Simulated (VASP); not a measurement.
Input of a VASP 6.6.1 run:

Contents of POSCAR:

```
Co
1.0
    2.4705617809      0.0000000000      0.0000000000
   -1.2352808905      2.1395692639      0.0000000000
    0.0000000000      0.0000000000      8.0882338000
Co
4
Direct
    0.6666666667      0.3333333333      0.7500000000
    0.0000000000      0.0000000000      0.5000000000
    0.3333333333      0.6666666667      0.2500000000
    0.0000000000      0.0000000000      0.0000000000
```

Contents of INCAR.step1:

```
SYSTEM = Co
ALGO = Normal ; EDIFF = 1E-4
ENCUT = 520 ; GGA = PE
ISMEAR = -1 ; ISPIN = 2
LASPH = .True. ; LCHARG = .False.
LMAXMIX = 4 ; LREAL = .False.
LWAVE = .True. ; MAGMOM = 2 2 2 2
NBANDS = 30 ; NELM = 150
PREC = Accurate ; SIGMA = 0.05
```

Contents of INCAR.step2:

```
SYSTEM = Co
ALGO = Normal ; EDIFF = 1E-6
ENCUT = 520 ; ISIF = 2
ISMEAR = -1 ; ISPIN = 2
ISTART = 1 ; IVDW = 12
LASPH = .True. ; LCHARG = .False.
LMAXMIX = 4 ; LMIXTAU = .True.
LORBIT = 11 ; LREAL = .False.
LWAVE = .False. ; MAGMOM = 2 2 2 2
METAGGA = R2SCAN ; NBANDS = 30
NELM = 150 ; PREC = Accurate
SIGMA = 0.05 ; VDW_A1 = 0.49484001
VDW_A2 = 5.73083694 ; VDW_S6 = 1.0
VDW_S8 = 0.78981345
```

Contents of KPOINTS:

```
k-points
0
Gamma
  12 12 4
  0 0 0
```

Potentials or basis: VASP PAW PBE potentials, release 64 (Co).

The run is started by

```console
$ cat potpaw_PBE.64/Co/POTCAR > POTCAR
$ cp INCAR.step1 INCAR
$ mpirun -np 1 vasp_std > vasp.out
$ cp INCAR.step2 INCAR
$ mpirun -np 1 vasp_std > vasp.out
```

(1) Estimate the pressure.

(2) Predict the site moments.

(3) Estimate the net moment.

(4) Estimate the dispersion energy per atom.

Results:

(1) -3.3 GPa.

(2) Co +1.84, +1.81 (each value once) μB.

(3) 7.06 μB per cell.

(4) -0.198 eV.

Caveat: the cell stands under tension; the PAW data sets were made with another functional, which shifts forces and pressure a little.
